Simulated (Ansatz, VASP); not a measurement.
**PbS: VASP beside Ansatz**

INCAR

```
SYSTEM = PbS
PREC = Accurate ; ENCUT = 500
EDIFF = 1E-6 ; ISMEAR = 0
SIGMA = 0.02 ; LREAL = .False.
LASPH = .True. ; NELM = 120
ALGO = Normal ; ISIF = 2
LWAVE = .False. ; LCHARG = .False.
GGA = PS ; NBANDS = 17
GGA_COMPAT = .False.
```

KPOINTS

```
Automatic mesh
0
Gamma
  16 16 16
  0 0 0
```

Contents of POSCAR:

```
PbS
1.0
    0.0000000000      2.9516717168      2.9516717168
    2.9516717168      0.0000000000      2.9516717168
    2.9516717168      2.9516717168      0.0000000000
Pb S
1 1
Direct
    0.5000000000      0.5000000000      0.5000000000
    0.0000000000      0.0000000000      0.0000000000
```

Input for Ansatz:

```yaml
crystal:
  lattice:
    - [0.0, 2.9516717168, 2.9516717168]
    - [2.9516717168, 0.0, 2.9516717168]
    - [2.9516717168, 2.9516717168, 0.0]
  atoms:
    - { symbol: Pb, position: [0.5, 0.5, 0.5] }
    - { symbol: S, position: [0.0, 0.0, 0.0] }
basis:
  ecutwfc: 420
kpoints:
  mp_grid: { grid: [16, 16, 16] }
hamiltonian:
  xc: pbesol
  pseudopotentials: { kind: paw, azcp: { folder: soft_1 } }
scf:
  occupations: { method: gaussian, width: 0.02 }
output:
  forces: true
  stress: true
  eigenvalues: true
```

Alike in both runs: task single point; functional PBEsol; k mesh 16 × 16 × 16; occupations gaussian, width 0.02 eV; no spin polarisation.

```csv
,VASP,Ansatz
version,VASP 6.6.1,Ansatz 0.2.0
potentials or method,"VASP PAW PBE potentials, release 64 (Pb_d, S), cutoff 500 eV","scalar-relativistic, plane waves, PAW"
valence electrons in the cell,20,20
```

|  | VASP | Ansatz | Ansatz less VASP |
| --- | --- | --- | --- |
| gap on the k mesh at the Fermi level (eV) | 0.20 | 0.20 | +0.002 |
| least direct gap on the mesh (eV) | 0.20 | 0.20 | +0.002 |
| pressure (GPa) | -0.1 | 0.0 | +0.06 |

VASP's potentials were made for PBE, not for PBEsol, and Ansatz warns of the same on its side.

Spin-orbit coupling is off throughout.
